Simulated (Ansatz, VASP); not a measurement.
InAs: VASP beside Ansatz

The input INCAR:

```
ALGO = Normal ; EDIFF = 1E-8
ENCUT = 520 ; GGA = PE
ISIF = 2 ; ISMEAR = -1
LASPH = T ; LCHARG = F
LEFG = T ; LREAL = F
LWAVE = F ; NBANDS = 16
NELM = 80 ; PREC = Accurate
SIGMA = 0.08
```

KPOINTS

```
k-points
0
Gamma
  10 10 10
```

File POSCAR:

```
InAs
1.0
    0.0000000000      2.9627935246      2.9627935246
    2.9627935246      0.0000000000      2.9627935246
    2.9627935246      2.9627935246      0.0000000000
In As
1 1
Direct
    0.0000000000      0.0000000000      0.0000000000
    0.7500000000      0.7500000000      0.7500000000
```

Input for Ansatz:

```yaml
crystal:
  lattice:
    - [0.0, 2.9627935246, 2.9627935246]
    - [2.9627935246, 0.0, 2.9627935246]
    - [2.9627935246, 2.9627935246, 0.0]
  atoms:
    - { symbol: In, position: [0.0, 0.0, 0.0] }
    - { symbol: As, position: [0.75, 0.75, 0.75] }
kpoints:
  mp_grid: { grid: [10, 10, 10] }
scf:
  occupations: { method: fermi_dirac, width: 0.08 }
hamiltonian:
  xc: pbe
  pseudopotentials: { kind: paw }
output:
  forces: true
  stress: true
  eigenvalues: true
  efg: { contact_densities: true }
```

Change from the starting cell: volume scaled by 0.9405, PAW files.

Alike in both runs: task electric field gradients; functional PBE; k mesh 10 × 10 × 10; occupations fermi-dirac, width 0.08 eV; no spin polarisation.

```csv
,VASP,Ansatz
version,VASP 6.6.1,Ansatz 0.2.0
potentials or method,"VASP PAW PBE potentials, release 64 (In_d, As)","PAW with Ansatz's default frozen-core files, scalar-relativistic"
plane-wave cutoff (eV),520,420
valence electrons in the cell,18,28
```

|  | VASP | Ansatz | Ansatz less VASP |
| --- | --- | --- | --- |
| pressure (GPa) | 8.6 | 8.5 | -0.10 |

The functional is the same, so the differences come from potentials, cutoffs and numerics. VASP's potentials hold 18 valence electrons a cell and Ansatz's 28, so a difference there can come from the potentials and not from the codes.
